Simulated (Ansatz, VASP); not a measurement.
# Two plane-wave programs on Nb

INCAR

```
PREC     = Accurate       # precision mode
ENCUT    = 500            # plane-wave cutoff, eV
EDIFF    = 1E-6           # SCF threshold, eV
ISMEAR   = 0              # smearing method
SIGMA    = 0.0056         # smearing width, eV
LREAL    = False          # projectors in reciprocal space
LASPH    = True           # aspherical terms in the spheres
NELM     = 120            # most SCF steps
ALGO     = Normal         # electronic algorithm
ISIF     = 2              # what is computed and relaxed
LWAVE    = False          # write WAVECAR
LCHARG   = False          # write CHGCAR
GGA      = PE             # functional
NBANDS   = 12             # bands
GGA_COMPAT= False
```

File KPOINTS:

```
Automatic mesh
0
Gamma
  10 10 10
```

Contents of POSCAR:

```
Nb
1.0
   -1.6588161896      1.6588161896      1.6588161896
    1.6588161896     -1.6588161896      1.6588161896
    1.6588161896      1.6588161896     -1.6588161896
Nb
1
Direct
    0.0000000000      0.0000000000      0.0000000000
```

Input for Ansatz:

```yaml
crystal:
  lattice:
    - [-1.6588161896, 1.6588161896, 1.6588161896]
    - [1.6588161896, -1.6588161896, 1.6588161896]
    - [1.6588161896, 1.6588161896, -1.6588161896]
  atoms:
    - { symbol: Nb, position: [0.0, 0.0, 0.0] }
basis:
  ecutwfc: 420
  xc_grid: 2
kpoints:
  mp_grid: { grid: [10, 10, 10] }
  band_path: { path: [VBM, CBM], npoints: 5 }
hamiltonian:
  xc: pbe
scf:
  occupations: { method: gaussian, width: 0.0056 }
  n_extra_bands: 1
  max_iter: 80
  convergence: { dr2_threshold: "1e-7 eV" }
output:
  forces: true
  stress: true
  eigenvalues: true
```

Alike in both runs: task single point; functional PBE; k mesh 10 × 10 × 10; occupations gaussian, width 0.0056 eV; no spin polarisation.

```csv
,VASP,Ansatz
version,VASP 6.6.1,Ansatz 0.2.0
potentials or method,"VASP PAW PBE potentials, release 64 (Nb_sv), cutoff 500 eV","scalar-relativistic, plane waves, PAW"
valence electrons in the cell,13,13
```

Ansatz gave:

```
gap on the k mesh at the Fermi level (eV) : none
pressure (GPa)                            : -0.8
```

Question: Which values does VASP return?

Answer: gap on the k mesh at the Fermi level (eV): none; pressure (GPa): -1.2.

A gap of «none» marks a metal or a gap that the smearing closes. The functional is the same, so the differences come from potentials, cutoffs and numerics. Ansatz's warnings: band edges overlap, stress scf threshold loose.
